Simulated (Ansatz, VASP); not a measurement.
# Cs: VASP beside Ansatz

INCAR

```
SYSTEM = Cs
PREC = Accurate
ENCUT = 520
EDIFF = 1E-6
ISMEAR = -1
SIGMA = 0.05
LREAL = .False.
LASPH = .True.
NELM = 60
ALGO = Normal
ISIF = 2
LWAVE = .False.
LCHARG = .True.
GGA = PE
LELF = .True.
LVHAR = .True.
NBANDS = 16
```

The input KPOINTS:

```
regular mesh
0
Gamma
  7 7 4
  0 0 0
```

Contents of POSCAR:

```
Cs
1.0
    5.5663060538      0.0000000000      0.0000000000
   -2.7831530269      4.8205624479      0.0000000000
    0.0000000000      0.0000000000      9.2584789600
Cs
2
Direct
    0.3333333333      0.6666666667      0.2500000000
    0.6666666667      0.3333333333      0.7500000000
```

Input for Ansatz:

```yaml
crystal:
  lattice:
    - [5.5663060538, 0.0, 0.0]
    - [-2.7831530269, 4.8205624479, 0.0]
    - [0.0, 0.0, 9.25847896]
  atoms:
    - { symbol: Cs, position: [0.3333333333, 0.6666666667, 0.25] }
    - { symbol: Cs, position: [0.6666666667, 0.3333333333, 0.75] }
kpoints:
  mp_grid: { grid: [7, 7, 4] }
  band_path:
    path:
      - [0.0, 0.0, 0.0]
      - [0.5, 0.0, 0.0]
      - [0.3333333333, 0.3333333333, 0.0]
      - [0.0, 0.0, 0.0]
      - [0.0, 0.0, 0.5]
      - [0.5, 0.0, 0.5]
      - [0.3333333333, 0.3333333333, 0.5]
      - [0.0, 0.0, 0.5]
      - [0.5, 0.0, 0.5]
    npoints: 5
scf:
  occupations: { method: fermi_dirac, width: 0.05 }
hamiltonian:
  xc: pbe
  pseudopotentials: { kind: all_electron, lapw: { basis_error: 0.0005 } }
output:
  forces: true
  stress: true
  eigenvalues: true
```

Alike in both runs: task single point; functional PBE; k mesh 7 × 7 × 4; occupations fermi-dirac, width 0.05 eV; no spin polarisation.

|  | VASP | Ansatz |
| --- | --- | --- |
| version | VASP 6.6.1 | Ansatz 0.2.0 |
| potentials or method | VASP PAW PBE potentials, release 64 (Cs_sv), cutoff 520 eV | all-electron LAPW, scalar-relativistic |

```csv
,VASP,Ansatz,Ansatz less VASP
pressure (GPa),-0.1,-0.1,+0.01
```

Ansatz ran all-electron here, and VASP with PAW potentials.

Spin-orbit coupling is off throughout.
